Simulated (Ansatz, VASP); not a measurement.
# Two plane-wave programs on CaSe

```xyz
2
Lattice="0.0000 3.0119 3.0119 3.0119 0.0000 3.0119 3.0119 3.0119 0.0000" Properties=species:S:1:pos:R:3 pbc="T T T"
Ca    0.0000    0.0000    0.0000
Se    3.0119    3.0119    3.0119
```

Alike in both runs: task single point; functional PBEsol; k mesh 8 × 8 × 8; occupations gaussian, width 0.02 eV; no spin polarisation.

|  | VASP | Ansatz |
| --- | --- | --- |
| version | VASP 6.6.1 | Ansatz 0.2.0 |
| potentials or method | VASP PAW PBE potentials, release 64 (Ca_sv, Se), cutoff 500 eV | scalar-relativistic, plane waves, PAW |
| valence electrons in the cell | 16 | 26 |

```csv
,VASP,Ansatz,Ansatz less VASP
gap on the k mesh at the Fermi level (eV),2.05,2.06,+0.010
least direct gap on the mesh (eV),2.90,2.90,+0.001
pressure (GPa),-3.3,-3.5,-0.15
```

VASP's potentials were made for PBE, not for PBEsol. VASP's potentials hold 16 valence electrons a cell and Ansatz's 26, so a difference there can come from the potentials and not from the codes.
